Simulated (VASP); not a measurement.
Crystal: Ag.

```
Ag
1.0
     2.66000    0.00000    0.00000
     0.00000    2.66000    0.00000
     0.00000    0.00000    2.66000
Ag
1
Direct
  0.00000 0.00000 0.00000
```

| Quantity | Value |
| --- | --- |
| Program | VASP 6.6.1 |
| Task | relaxation of cell and atoms |
| Functional | PBEsol |
| Potentials or basis | VASP PAW PBE potentials, release 64 (Ag) |
| Cutoff | 600 eV |
| k mesh | 8 × 8 × 8 |
| Occupations | fermi-dirac, width 0.1 eV |
| Spin | no spin polarisation |

At the start: pressure 2.8 GPa; volume 18.82 Å³/atom.

**Question.** How do energy, volume and symmetry change on relaxing?

**Answer.** Over 3 steps the energy falls by 4.8 meV/atom and the volume is 19.38 Å³/atom (+3.0 %); space group Pm-3m (No. 221, to 0.05 Å).

The path:
```
step  energy change (eV)  largest force (eV/Å)  pressure (GPa)  volume (Å³)
   1              0.0000                0.0000            2.82        18.82
   2             -0.0030                0.0000           -1.53        19.74
   3             -0.0048                0.0000            0.01        19.38
```

Final structure:
```xyz
1
Lattice="2.6862 0.0000 0.0000 0.0000 2.6862 0.0000 0.0000 0.0000 2.6862" Properties=species:S:1:pos:R:3 pbc="T T T"
Ag    0.0000    0.0000    0.0000
```

Caveat: the PAW data sets were made with another functional, which shifts forces and pressure a little.
